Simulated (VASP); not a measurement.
# V4Bi4O15 (a cell with a defect) in VASP: a series of runs, part 2 of 2

VASP 6.6.1. The steps go on from the part before.

## (3) Single point, PBE

The input, INCAR:

```
SYSTEM = V4Bi4O15
ALGO = Normal ; EDIFF = 1E-6
ENCUT = 520 ; GGA = PE
ISIF = 2 ; ISMEAR = 0
LASPH = .True. ; LCHARG = .True.
LELF = .True. ; LREAL = Auto
LVHAR = .True. ; LWAVE = .False.
NBANDS = 118 ; NELECT = 200.0
NELM = 60 ; PREC = Accurate
SIGMA = 0.02
```

The input, KPOINTS:

```
Automatic mesh
0
Gamma
  2 2 2
  0.5 0.5 0.5
```

The input, POSCAR:

```
V4Bi4O15
1.0
   -2.5834678445     -2.5834678445      5.8874966706
   -2.5834678445     -2.5834678445     -5.8874966706
    5.1669356890     -5.1669356890      0.0000000000
V Bi O
4 4 15
Direct
    0.0169516551     -0.0645692402      0.4142773645
    0.4878336871      0.5018846504      0.0093452876
    0.4865561709      0.0096789585      0.7462062104
   -0.0136144156      0.4734885350      0.2825336114
   -0.0230235915      0.0065813509     -0.0380134400
    0.4613538634      0.4937265357      0.5224689569
    0.5127966137     -0.0029387098      0.2481671105
   -0.0109010426      0.5272699623      0.7930016448
    1.2649394917      0.1321665368      0.4623340881
    0.4460354144      0.6332917411      0.1932801297
    0.2232701220      0.8732008505      0.8396366359
    0.7249403309      0.3655344377      0.3394076500
    0.5906095494      0.2805346395      0.7127036645
    0.0905524011      0.7644965614      0.2740768582
    0.8632012556      0.0068806015      0.2608878030
    0.3378052948      0.5034296772      0.8126852651
    0.6490258414      0.9862819132      0.9157466407
    0.1112470560      0.4299872787      0.4702364508
    0.8822025034      0.8144708302      0.6035056729
    0.3915355781      0.2427866193      0.0724663558
    0.5006640203      0.8820454674      0.5460146342
    0.0076937504      0.3812294181      0.0662407122
    0.7755832268      0.6399712605      0.9667073098
```

Potentials or basis: VASP PAW PBE potentials, release 64 (V_sv, Bi_d, O).

On the command line:

```console
$ cat potpaw_PBE.64/V_sv/POTCAR potpaw_PBE.64/Bi_d/POTCAR potpaw_PBE.64/O/POTCAR > POTCAR
$ mpirun -np 1 vasp_std > vasp.out
```

OUTCAR:

```text
SYSTEM = V4Bi4O15
   EDIFF = 1E-6
   ENCUT = 520
   GGA = PE
   ISIF = 2
   ISMEAR = 0
   LASPH = .True.
   LREAL = Auto
   NELECT = 200.0
   NELM = 60
   PREC = Accurate

 ion  position               nearest neighbor table
   1  0.017  0.935  0.414-  19 1.67   9 1.69  15 1.76  14 1.80   5 3.37
   2  0.488  0.502  0.009-  20 1.68  10 1.72  16 1.78  23 1.81
   3  0.487  0.010  0.746-  13 1.70  17 1.73  21 1.73  11 1.78
   4  0.986  0.473  0.283-  12 1.68  18 1.72  22 1.74  14 1.82
   5  0.977  0.007  0.962-  17 2.24  23 2.29  15 2.32  11 2.44  22 2.62  20 2.72  19 2.88   1 3.37
                             8 3.58   8 3.78   7 3.81
   6  0.461  0.494  0.522-  18 2.30  16 2.30   9 2.30  13 2.47  21 2.59  10 2.61  12 2.71  19 2.84
                             7 3.90   8 3.92
   7  0.513  0.997  0.248-  21 2.31  10 2.39  15 2.40  12 2.41  20 2.55  17 2.62  14 2.65   9 2.78
                             5 3.81   6 3.90
   8  0.989  0.527  0.793-  11 2.25  22 2.27  23 2.33  16 2.50  13 2.59  18 2.69  19 2.78   5 3.58
                             5 3.78   6 3.92
   9  0.265  0.132  0.462-   1 1.69   6 2.30   7 2.78
  10  0.446  0.633  0.193-   2 1.72   7 2.39   6 2.61
  11  0.223  0.873  0.840-   3 1.78   8 2.25   5 2.44
  12  0.725  0.366  0.339-   4 1.68   7 2.41   6 2.71
  13  0.591  0.281  0.713-   3 1.70   6 2.47   8 2.59
  14  0.091  0.764  0.274-   1 1.80   4 1.82   7 2.65
  15  0.863  0.007  0.261-   1 1.76   5 2.32   7 2.40
  16  0.338  0.503  0.813-   2 1.78   6 2.30   8 2.50
  17  0.649  0.986  0.916-   3 1.73   5 2.24   7 2.62
  18  0.111  0.430  0.470-   4 1.72   6 2.30   8 2.69
  19  0.882  0.814  0.604-   1 1.67   8 2.78   6 2.84   5 2.88
  20  0.392  0.243  0.072-   2 1.68   7 2.55   5 2.72
  21  0.501  0.882  0.546-   3 1.73   7 2.31   6 2.59
  22  0.008  0.381  0.066-   4 1.74   8 2.27   5 2.62
  23  0.776  0.640  0.967-   2 1.81   5 2.29   8 2.33

  LATTYP: Found a base centered orthorhombic cell.
 ALAT       =     7.3071505273
 B/A-ratio  =     1.6114343474
 C/A-ratio  =     1.0000000000

  Lattice vectors:

 A1 = (  -2.5834678445,  -2.5834678445,   5.8874966706)
 A2 = (  -2.5834678445,  -2.5834678445,  -5.8874966706)
 A3 = (   5.1669356890,  -5.1669356890,   0.0000000000)

Analysis of symmetry for initial positions (statically):
=====================================================================
 Subroutine PRICEL returns:
 Original cell was already a primitive cell.

 Routine SETGRP: Setting up the symmetry group for a
 base centered orthorhombic supercell.

 Subroutine GETGRP returns: Found  1 space group operations
 (whereof  1 operations were pure point group operations)
 out of a pool of  8 trial point group operations.

The static configuration has the point symmetry C_1 .

Analysis of symmetry for dynamics (positions and initial velocities):
=====================================================================
 Subroutine PRICEL returns:
 Original cell was already a primitive cell.

 Routine SETGRP: Setting up the symmetry group for a
 base centered orthorhombic supercell.

 Subroutine GETGRP returns: Found  1 space group operations
 (whereof  1 operations were pure point group operations)
[... 96 lines left out ...]

 Found      4 irreducible k-points:

 Following reciprocal coordinates:
            Coordinates               Weight
  0.250000  0.250000  0.250000      2.000000
 -0.250000 -0.250000  0.250000      2.000000
 -0.250000  0.250000  0.250000      2.000000
  0.250000 -0.250000  0.250000      2.000000
   k-points           NKPTS =      4   k-points in BZ     NKDIM =      4   number of bands    NBANDS=    118
   number of dos      NEDOS =    301   number of ions     NIONS =     23
   total plane-waves  NPLWV = 157464
   dimension x,y,z NGX =    54 NGY =   54 NGZ =   54
   dimension x,y,z NGXF=   108 NGYF=  108 NGZF=  108
   ions per type =               4   4  15
   NGX,Y,Z   is equivalent  to a cutoff of  12.96, 12.96, 12.29 a.u.
   NGXF,Y,Z  is equivalent  to a cutoff of  25.91, 25.91, 24.57 a.u.
 SYSTEM =  V4Bi4O15
   PREC   = accura    normal or accurate (medium, high low for compatibility)
   ISTART =      0    job   : 0-new  1-cont  2-samecut
   ICHARG =      2    charge: 1-file 2-atom 10-const
   ISPIN  =      1    spin polarized calculation?
   LNONCOLLINEAR =      F non collinear calculations
   LSORBIT =      F    spin-orbit coupling
   LASPH  =      T    aspherical Exc in radial PAW
   ENCUT  =  520.0 eV  38.22 Ry    6.18 a.u.  12.88 12.88 13.59*2*pi/ulx,y,z
   NELM   =     60;   NELMIN=  2; NELMDL= -5     # of ELM steps
   EDIFF  = 0.1E-05   stopping-criterion for ELM
   LREAL  =      T    real-space projection
   EDIFFG = 0.1E-04   stopping-criterion for IOM
   NSW    =      0    number of steps for IOM
   IBRION =     -1    ionic relax: 0-MD 1-quasi-New 2-CG
   NFREE  =      0    steps in history (QN), initial steepest desc. (CG)
   ISIF   =      2    stress and relaxation
   ISYM   =      2    0-nonsym 1-usesym 2-fastsym
   POTIM  = 0.5000    time-step for ionic-motion
   TEBEG  =    0.0;   TEEND  =   0.0 temperature during run
   PSTRESS=    0.0 pullay stress
   NELECT =     200.0000    total number of electrons
   NUPDOWN=      -1.0000    fix difference up-down
   EMIN   =  10.00;   EMAX   =-10.00  energy-range for DOS
   EFERMI =   0.00;   METHOD = LEGACY
   ISMEAR =     0;   SIGMA  =   0.02  broadening in eV -4-tet -1-fermi 0-gaus
   EFERMI_NEDOS =   21; number of points for ismear=-14 and -15
   IALGO  =     38    algorithm
   IMIX   =      4    mixing-type and parameters
     AMIX     =   0.40;   BMIX     =  1.00
     AMIX_MAG =   1.60;   BMIX_MAG =  1.00
  volume/ion in A,a.u.               =      13.67        92.23
  Fermi-wavevector in a.u.,A,eV,Ry     =   1.408021  2.660775 26.973878  1.982524
  Thomas-Fermi vector in A             =   2.530221
   LORBIT       =      0    0 simple, 1 ext, 2 COOP (PROOUT), +10 PAW based schemes
   GGA     = PE    functional components
   LHFCALC =     F    Hartree Fock is set to
   AEXX    =    0.0000 exact exchange contribution
   IVDW    =     0    specifies the selected vdW correction
   LEPSILON=     F    determine dielectric tensor
   LRPA    =     F    only Hartree local field effects (RPA)
 non-spin polarized calculation
 Gauss-broadening in eV      SIGMA  =   0.02
  energy-cutoff  :      520.00
  volume of cell :      314.36
 maximum number of plane-waves:      8480
 NGX is ok and might be reduce to    54
   NGX = 25   NGY = 25   NGZ = 27

 number of electron     199.9999994 magnetization

 Free energy of the ion-electron system (eV)
  ---------------------------------------------------
  ext. energy  EPLUGINS =         0.00000000
  ---------------------------------------------------
  free energy    TOTEN  =      -181.93477515 eV

  energy without entropy =     -181.93477515  energy(sigma->0) =     -181.93477515

 E-fermi :   4.1537     XC(G=0): -10.4260

 val. band max:        3.9793075139   @ k =   0.2500   0.2500   0.2500
 cond. band min:       6.3311856559   @ k =  -0.2500   0.2500   0.2500
 fundamental gap:      2.3518781419
 Fermi energy:         4.1536644233

 k-point     1 :       0.2500    0.2500    0.2500
  band No.  band energies     occupation
      1     -60.2714      2.00000
      2     -60.2447      2.00000
      3     -60.0674      2.00000
      4     -59.9772      2.00000
      5     -34.2603      2.00000
      6     -34.2395      2.00000
[... 449 lines left out ...]
    111       7.8260      0.00000
    112       7.9013      0.00000
 [bands above 112 left out]

------------------------ aborting loop because EDIFF is reached ----------------------------------------

  FORCE on cell =-STRESS in cart. coord.  units (eV):
  Direction    XX          YY          ZZ          XY          YZ          ZX
  --------------------------------------------------------------------------------------
  -------------------------------------------------------------------------------------
  Total      -17.2804378    -17.3963775    -13.1905543     -0.1407386     -0.8438357      1.2367872
  in kB      -88.0721383    -88.6630410    -67.2274824     -0.7172939     -4.3007253      6.3034568
  external PRESSURE =     -81.3208872 kB  Pullay stress =       0.0000000 kB

 VOLUME and BASIS-vectors are now :
 -----------------------------------------------------------------------------
  energy-cutoff  :      520.00
  volume of cell :      314.36
      direct lattice vectors                 reciprocal lattice vectors
    -2.583467844 -2.583467844  5.887496671    -0.096769155 -0.096769155  0.084925738
    -2.583467844 -2.583467844 -5.887496671    -0.096769155 -0.096769155 -0.084925738
     5.166935689 -5.166935689  0.000000000     0.096769155 -0.096769155  0.000000000

 POSITION                                       TOTAL-FORCE (eV/Angst)
 -----------------------------------------------------------------------------------
     -0.31990     -4.60099     -5.40754        -0.035091      0.103449      0.043882
     -2.50862     -2.60519     -0.08272        -0.143306     -0.005143     -0.009926
      2.57359     -5.13761      2.80761         0.059257      0.044322     -0.019488
     -2.31170     -5.23137      3.01968        -0.104582     -0.048410     -0.000955
      2.42953     -7.51151      5.71320        -0.003281     -0.052703      0.037592
      0.23214     -5.16698     -0.19059        -0.037545     -0.024400     -0.002019
[... 15 lines left out ...]
     -0.66251     -1.34703     -2.19919        -0.058094      0.114098      0.101638
      1.33787     -8.65195      0.79842        -0.014742     -0.043040      0.049018
 -----------------------------------------------------------------------------------
    total drift:                                0.026396     -0.020075      0.023272

  FREE ENERGIE OF THE ION-ELECTRON SYSTEM (eV)
  ---------------------------------------------------
  free  energy   TOTEN  =      -181.9347751513 eV

  energy  without entropy=     -181.9347751513  energy(sigma->0) =     -181.93477515
```

Wall time 3.7 min (1 thread of Intel Xeon Platinum 8559C (Emerald Rapids), shared host); peak memory 0.42 GiB.

Results:

```
Free energy   : -181.9348 eV
Largest force : 0.294 eV/Å
```

Forces on the atoms (eV/Å):
```
V   -0.035  0.103  0.044
V   -0.143 -0.005 -0.010
V    0.059  0.044 -0.019
V   -0.105 -0.048 -0.001
Bi  -0.003 -0.053  0.038
Bi  -0.038 -0.024 -0.002
Bi  -0.016  0.020 -0.020
Bi  -0.019  0.028 -0.040
O   -0.004 -0.133 -0.013
O    0.068 -0.120 -0.095
O    0.049  0.007 -0.046
O    0.121  0.070 -0.120
O   -0.122 -0.087 -0.092
O   -0.150  0.049  0.024
O   -0.014  0.033 -0.093
O   -0.034  0.055 -0.057
O    0.038 -0.102  0.077
O    0.043 -0.144  0.010
O    0.271  0.065  0.094
O    0.170  0.077  0.099
O   -0.066  0.096  0.072
O   -0.058  0.114  0.102
O   -0.015 -0.043  0.049
```

Caveat: the cell carries a net charge on a neutralising background, which shifts energy and pressure; the cell is charged against a uniform background, so pressure and absolute levels hang on convention; spin-orbit coupling is left out, which moves the levels of the heavy elements.
